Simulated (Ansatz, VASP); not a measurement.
**TiSi16: VASP beside Ansatz**

```
Si Ti
1.0
     0.00000    5.43000    5.43000
     5.43000    0.00000    5.43000
     5.43000    5.43000    0.00000
Si Ti
16 1
Cartesian
  -0.0017 -0.0011 0.0348
  1.3699 1.3744 1.3382
  2.7109 2.7163 -0.0039
  4.0527 4.0578 1.3378
  2.6737 0.0030 2.7126
  4.0279 1.4019 4.1148
  5.4259 2.7548 2.7109
  6.7994 4.0586 4.0845
  -0.0001 2.6775 2.7150
  1.3998 4.0290 4.1149
  2.7496 5.4290 2.7134
  4.0530 6.8044 4.0850
  2.7150 2.7161 5.4299
  4.0288 4.0299 6.7438
  5.4275 5.4331 5.3888
  6.8297 6.8319 6.7429
  5.4276 5.4312 8.1427
```

Alike in both runs: functional PBE; k mesh 2 × 2 × 2; occupations fermi-dirac, width 0.05 eV; no spin polarisation.

Ansatz relaxed the structure, and its values are those at the end. VASP's run is a single point on that final structure, the one shown.

|  | VASP | Ansatz |
| --- | --- | --- |
| version | VASP 6.6.1 | Ansatz 0.2.0 |
| potentials or method | VASP PAW PBE potentials, release 64 (Si, Ti_sv), cutoff 520 eV | scalar-relativistic, plane waves, PAW |
| valence electrons in the cell | 76 | 76 |

```csv
,VASP,Ansatz,Ansatz less VASP
rms of the force components (eV/Å),0.008,0.010,+0.0012
```

With one functional, cell and mesh, what is left measures potentials, basis and numerics.

The k mesh is coarse, so the values compare programs but aren't converged.
